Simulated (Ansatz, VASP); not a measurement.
# PbSe: VASP beside Ansatz

```
Pb Se
1.0
     0.00000    3.06215    3.06215
     3.06215    0.00000    3.06215
     3.06215    3.06215    0.00000
Pb Se
1 1
Cartesian
  0.0000 0.0000 0.0000
  3.0621 3.0621 2.9371
```

Change from the starting cell: all Se atoms moved +0.125 Å, as atom 2 towards its neighbour atom 1 (Pb) at 3.062 Å.

Alike in both runs: task single point; functional LDA; k mesh 10 × 10 × 10; occupations gaussian, width 0.03 eV; no spin polarisation.

|  | VASP | Ansatz |
| --- | --- | --- |
| version | VASP 6.6.1 | Ansatz 0.2.0 |
| potentials or method | VASP PAW LDA potentials, release 64 (Pb_d, Se), cutoff 520 eV | scalar-relativistic, plane waves, PAW |
| valence electrons in the cell | 20 | 30 |

```tsv
	VASP	Ansatz	Ansatz less VASP
gap on the k mesh at the Fermi level (eV)	0.41	0.42	+0.009
least direct gap on the mesh (eV)	0.41	0.42	+0.009
pressure (GPa)	-1.9	-2.0	-0.10
traceless stress, the component that is largest in VASP (GPa)	0.41	0.40	-0.006
rms of the force components (eV/Å)	0.033	0.030	-0.0036
```

LDA's correlation is that of Perdew and Zunger in VASP and of Perdew and Wang (1992) in Ansatz. Atom by atom the forces differ by 0.004 eV/Å (rms over components). VASP's potentials hold 20 valence electrons a cell and Ansatz's 30, so a difference there can come from the potentials and not from the codes.

Spin-orbit coupling is off throughout.
